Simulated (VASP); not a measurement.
A run of VASP 6.6.1 is set up as follows.

File INCAR:

```
PREC = Accurate
ENCUT = 520
EDIFF = 1E-7
ISMEAR = 0
SIGMA = 0.05
LREAL = F
LASPH = T
NELM = 100
ALGO = Normal
ISIF = 2
LWAVE = F
LCHARG = F
GGA = PE
NBANDS = 17
```

File KPOINTS:

```
Automatic mesh
0
Gamma
  10 10 8
```

Contents of POSCAR:

```
TePb
1.0
    4.4559662328      0.0000000000      0.0000000000
   -2.2279831164      3.7818003569      0.0000000000
    0.0000000000      0.0000000000      4.1892026525
Pb Te
1 1
Direct
    0.0000000000      0.0000000000      0.0000000000
    0.6666666667      0.3333333333      0.5000000000
```

Potentials or basis: VASP PAW PBE potentials, release 64 (Pb_d, Te).

Run with:

```bash
$ cat potpaw_PBE.64/Pb_d/POTCAR potpaw_PBE.64/Te/POTCAR > POTCAR
$ mpirun -np 1 vasp_std > vasp.out
```

Q: Estimate the largest force.

A: 0.018 eV/Å.

Q: Predict the pressure.

A: 0.6 GPa.

Q: Predict the band gap on the k mesh.

A: Zero (band 10 reaches 5.38 eV, above the bottom of band 11 at 4.78 eV).

Stress tensor (GPa, compression positive):
```
0.57 0.00 0.00
0.00 0.84 0.00
0.00 0.00 0.47
```

Caveat: spin-orbit coupling is left out, which moves the levels of the heavy elements.
